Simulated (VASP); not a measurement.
Wanted: the native input for a VASP 6.6.1 run.

- Task: single point
- Functional: LDA
- Potentials or basis: VASP PAW LDA potentials, release 64 (Ba_sv, Ti_sv, O)
- Cutoff: 600 eV
- k mesh: 7 × 7 × 4
- Occupations: fermi-dirac, width 0.05 eV
- Spin: no spin polarisation
- Hubbard terms: Ti d U = 5.0 eV
- Dipole correction: no
- Further INCAR settings: ALGO = Normal; EDIFF = 1e-06; NBANDS = 51

The structure of BaTiO3 lies in POSCAR:

```
BaTiO3
1.0
   -3.8026815600     -0.0565824300     -0.0218151200
   -0.0219143800     -0.0316798600     -4.1303348800
   -0.1131648500     -7.9735119900     -0.0630727200
Ba Ti O
2 2 6
Direct
    0.0448632200      0.9091655200      0.4951147700
    0.0081490700      0.9218096000      0.0244139700
    0.4571922900      0.5205716900      0.2053866900
    0.5023170900      0.4706432600      0.7622527500
    0.4814408900      0.0399323300      0.2403903200
    0.4562898900      0.0729788900      0.6935651600
    0.5380255000      0.5405856500      0.4498035800
    0.5290554000      0.5579957200      0.0305001400
    0.9820232500      0.4573982800      0.2603804500
    0.0006434100      0.5089190600      0.8381921600
```

The input as run:

INCAR

```
ALGO = Normal
EDIFF = 1E-6
ENCUT = 600
GGA = CA
GGA_COMPAT = False
ISIF = 2
ISMEAR = -1
KPAR = 4
LASPH = True
LCHARG = False
LDAU = True
LDAUJ = 0 0 0
LDAUL = -1 2 -1
LDAUPRINT = 1
LDAUTYPE = 2
LDAUU = 0 5 0
LMAXMIX = 4
LREAL = False
LWAVE = False
NBANDS = 51
NELM = 200
PREC = Accurate
SIGMA = 0.05
```

KPOINTS

```
k-points
0
Gamma
  7 7 4
```

Potentials or basis: VASP PAW LDA potentials, release 64 (Ba_sv, Ti_sv, O).

Command:

```console
$ cat potpaw_LDA.64/Ba_sv/POTCAR potpaw_LDA.64/Ti_sv/POTCAR potpaw_LDA.64/O/POTCAR > POTCAR
$ mpirun -np 4 vasp_std > vasp.out
```

Results of the run:

```
Pressure               : 34.4 GPa
Largest force          : 30.373 eV/Å
Band gap on the k mesh : 0.66 eV (least direct gap 0.78 eV)
```

Caveat: atoms lie so close that the PAW spheres overlap strongly, which falsifies energies and pressures; the stress differs along the axes, from 17 to 59 GPa; semilocal functionals underestimate gaps, and a narrow one can read as zero; spin-orbit coupling is left out, which moves the levels of the heavy elements; forces of over 1 eV/Å act on the atoms, so gaps and moduli don't describe the material at rest.

Run time: 2.2 min on 4 MPI ranks on Intel(R) Xeon(R) 6975P-C (Granite Rapids), on a shared host, peak memory 0.66 GiB a rank.
